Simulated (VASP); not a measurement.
Runs of VASP 6.6.1 on Ba. The structure is that of space group P6/mmm (No. 191), or close to it. The cells are those of the table. This isn't the form of Ba at room conditions, which is bcc.

```csv
task,level,cell,cutoff (eV),gap on the mesh (eV),pressure (GPa),relaxed volume (Å³/atom)
relaxation of cell and atoms,BLYP+D3(BJ),"relaxed from a = 6.996, b = 6.996, c = 3.909 Å, angles 90.0, 90.0, 120.0°, 2 atoms",600,none,0.0,79.26
relaxation of cell and atoms,PBEsol,"relaxed from a = 6.996, b = 6.996, c = 3.909 Å, angles 90.0, 90.0, 120.0°, 2 atoms",600,none,0.0,(a)
relaxation of cell and atoms,r2SCAN,"relaxed from a = 6.996, b = 6.996, c = 3.909 Å, angles 90.0, 90.0, 120.0°, 2 atoms",600,none,0.0,84.78
single point,BLYP+D3(BJ),"a = 6.836, b = 6.836, c = 3.831 Å, angles 90.0, 90.0, 120.0°, 2 atoms",520,none,0.1,-
single point,PBEsol,"a = 6.781, b = 6.781, c = 3.781 Å, angles 90.0, 90.0, 120.0°, 2 atoms",520,none,0.1,-
```

Alike in all rows: potentials or basis VASP PAW PBE potentials, release 64 (Ba_sv); no spin polarisation; k mesh 4 × 4 × 7; smearing methfessel-paxton 0.1 eV.

Question: Estimate the missing entries.

Answer: (a) 76.98.

Caveats: the PAW data sets were made with another functional, which shifts forces and pressure a little; spin-orbit coupling is left out, which moves the levels of the heavy elements.

A k mesh can miss the band edges, and the runs leave out spin-orbit coupling on Ba.

A gap of «none» marks levels without a gap at the run's occupations.
